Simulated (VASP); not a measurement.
Fe, 1 atom in the cell. Symmetry: Fm-3m, No. 225, cubic system. The conventional cell has a = 3.569 Å, b = 3.569 Å, c = 3.569 Å, α = 90.00°, β = 90.00°, γ = 90.00°. Within 3.3 Å of Fe (site symmetry m-3m) lie 12 Fe at 2.52 Å. 

| Property | Result |
| --- | --- |
| Program | VASP 6.6.1 |
| Task | single point |
| Functional | PBE |
| Potentials or basis | VASP PAW PBE potentials, release 64 (Fe) |
| Cutoff | 520 eV |
| k mesh | 12 × 12 × 12 |
| Occupations | fermi-dirac, width 0.1 eV |
| Spin | collinear spin, ferromagnetic start |
| Starting moments | [2.29] μB |
| Fixed moment | 2.29 μB |
| Dipole correction | no |
| Further INCAR settings | ALGO = Normal; EDIFF = 1e-07; NBANDS = 14 |

Potentials or basis: VASP PAW PBE potentials, release 64 (Fe).

The run is started by

```bash
$ cat potpaw_PBE.64/Fe/POTCAR > POTCAR
$ mpirun -np 1 vasp_std > vasp.out
```

Hardware: 1 thread of Intel(R) Xeon(R) Platinum 8259CL CPU @ 2.50GHz (Skylake/Cascade Lake), with other jobs on the host.

Problem. Estimate the wall time of this run.

Solution. Wall time 26 s on 1 thread of Intel(R) Xeon(R) Platinum 8259CL CPU @ 2.50GHz (Skylake/Cascade Lake), with other jobs on the host, peak memory 0.14 GiB. Counts: scf iterations 15, k points 72.
